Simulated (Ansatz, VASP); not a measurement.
Two plane-wave programs on BH12C3N

```xyz
17
Lattice="4.5305 2.6157 1.9534 -4.5305 2.6157 1.9534 0.0000 -5.2313 1.9534" Properties=species:S:1:pos:R:3 pbc="T T T"
B     0.0000    0.0000    5.3861
H    -1.1962    0.6906    2.1655
H     0.0000   -1.3812    2.1655
H     1.1962    0.6906    2.1655
H    -2.0883    0.1799    3.6250
H     0.8884   -1.8985    3.6250
H     1.1999    1.7186    3.6250
H    -1.1999    1.7186    3.6250
H     2.0883    0.1799    3.6250
H    -0.8884   -1.8985    3.6250
H     0.0000   -4.0673    1.8335
H     3.5224    2.0336    1.8335
H    -3.5224    2.0336    1.8335
C    -1.2052    0.6958    3.2561
C     0.0000   -1.3916    3.2561
C     1.2052    0.6958    3.2561
N     0.0000    0.0000    3.7723
```

Alike in both runs: functional r2SCAN; k mesh 6 × 6 × 6; occupations gaussian, width 0.02 eV; no spin polarisation.

Ansatz relaxed the structure, and its values are those at the end. VASP's run is a single point on that final structure, the one shown.

|  | VASP | Ansatz |
| --- | --- | --- |
| version | VASP 6.6.1 | Ansatz 0.2.0 |
| potentials or method | VASP PAW PBE potentials, release 64 (B, H, C, N), cutoff 520 eV | scalar-relativistic, plane waves, PAW |
| valence electrons in the cell | 32 | 32 |

|  | VASP | Ansatz | Ansatz less VASP |
| --- | --- | --- | --- |
| gap on the k mesh at the Fermi level (eV) | 6.86 | 6.83 | -0.022 |
| least direct gap on the mesh (eV) | 6.94 | 6.92 | -0.022 |
| pressure (GPa) | 0.2 | 0.0 | -0.15 |
| rms of the force components (eV/Å) | 0.029 | 0.004 | -0.0249 |

VASP's potentials were made for PBE, not for r2SCAN. The functional is the same, so the differences come from potentials, cutoffs and numerics.
